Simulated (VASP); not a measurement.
GaN:

```
Ga N
1.0
     0.08066    2.32961    2.32961
     2.32961    0.08066    2.32961
     2.32961    2.32961    0.08066
Ga N
1 1
Direct
  0.00160 0.00160 0.00160
  0.24840 0.24840 0.24840
```

This cell differs from its parent crystal: strain along [111] +5.4%.

Base run:

| Item | Value |
| --- | --- |
| Program | VASP 6.6.1 |
| Functional | r2SCAN |
| Potentials or basis | VASP PAW PBE potentials, release 64 (Ga_d, N) |
| Cutoff | 520 eV |
| k mesh | 10 × 10 × 10 |
| Occupations | gaussian, width 0.01 eV |
| Spin | no spin polarisation |

Its results: band gap on the k mesh 1.63 eV; pressure -7.9 GPa; largest force 0.018 eV/Å.

Question: The run is repeated on the same cell with these changes: functional from r2SCAN to PBE; occupations from gaussian, width 0.01 eV to fermi-dirac, width 0.02 eV. What comes out?

Answer: Band gap on the k mesh 1.25 eV; pressure -2.7 GPa; largest force 0.040 eV/Å.

Caveats: the cell stands under tension (at least some runs); the PAW data sets were made with another functional, which shifts forces and pressure a little (at least some runs).

